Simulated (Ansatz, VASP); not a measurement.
**Se in VASP and in Ansatz**

The input INCAR:

```
PREC = Accurate
ENCUT = 520
EDIFF = 1E-8
ISMEAR = -1
SIGMA = 0.03
LREAL = F
LASPH = T
NELM = 60
ALGO = Normal
ISIF = 2
LWAVE = F
LCHARG = F
GGA = PS
LEFG = T
NBANDS = 16
```

Contents of KPOINTS:

```
regular mesh
0
Gamma
  6 6 5
```

POSCAR

```
Se
1.0
    4.3661999489     -0.0654929992     -0.0654929992
   -2.2398185756      3.8139865734     -0.0239721015
   -0.0743040000     -0.0743040000      4.9536000000
Se
3
Direct
    0.2254000000      0.0000000000      0.3333333333
    0.0000000000      0.2254000000      0.6666666667
    0.7746000000      0.7746000000      0.0000000000
```

Input for Ansatz:

```yaml
crystal:
  lattice:
    - [4.3661999489, -0.0654929992, -0.0654929992]
    - [-2.2398185756, 3.8139865734, -0.0239721015]
    - [-0.074304, -0.074304, 4.9536]
  atoms:
    - { symbol: Se, position: [0.2254, 0.0, 0.3333333333] }
    - { symbol: Se, position: [0.0, 0.2254, 0.6666666667] }
    - { symbol: Se, position: [0.7746, 0.7746, 0.0] }
kpoints:
  mp_grid: { grid: [6, 6, 5] }
scf:
  occupations: { method: fermi_dirac, width: 0.03 }
hamiltonian:
  xc: pbesol
  pseudopotentials: { kind: all_electron, datasets: crystal }
output:
  forces: true
  stress: true
  eigenvalues: true
  efg: { contact_densities: true }
```

Change from the starting cell: equal xy, yz and zx shear strains of -3 %, crystal datasets.

Alike in both runs: task electric field gradients; functional PBEsol; k mesh 6 × 6 × 5; occupations fermi-dirac, width 0.03 eV; no spin polarisation.

```csv
,VASP,Ansatz
version,VASP 6.6.1,Ansatz 0.2.0
potentials or method,"VASP PAW PBE potentials, release 64 (Se), cutoff 520 eV","all-electron PAW with datasets made for the crystal, scalar-relativistic"
```

VASP gave:

* pressure (GPa): 0.7
* traceless stress, the component that is largest in VASP (GPa): 2.35
* rms of the force components (eV/Å): 0.388
* size of Vzz on the site where it differs most (V/Å²): 510.2

What did Ansatz give for the same quantities?

Pressure (GPa): 0.5; traceless stress, the component that is largest in VASP (GPa): 2.32; rms of the force components (eV/Å): 0.366; size of Vzz on the site where it differs most (V/Å²): 533.0.

VASP's potentials were made for PBE, not for PBEsol. Atom by atom the forces differ by 0.030 eV/Å (rms over components). Ansatz ran all-electron here, and VASP with PAW potentials.
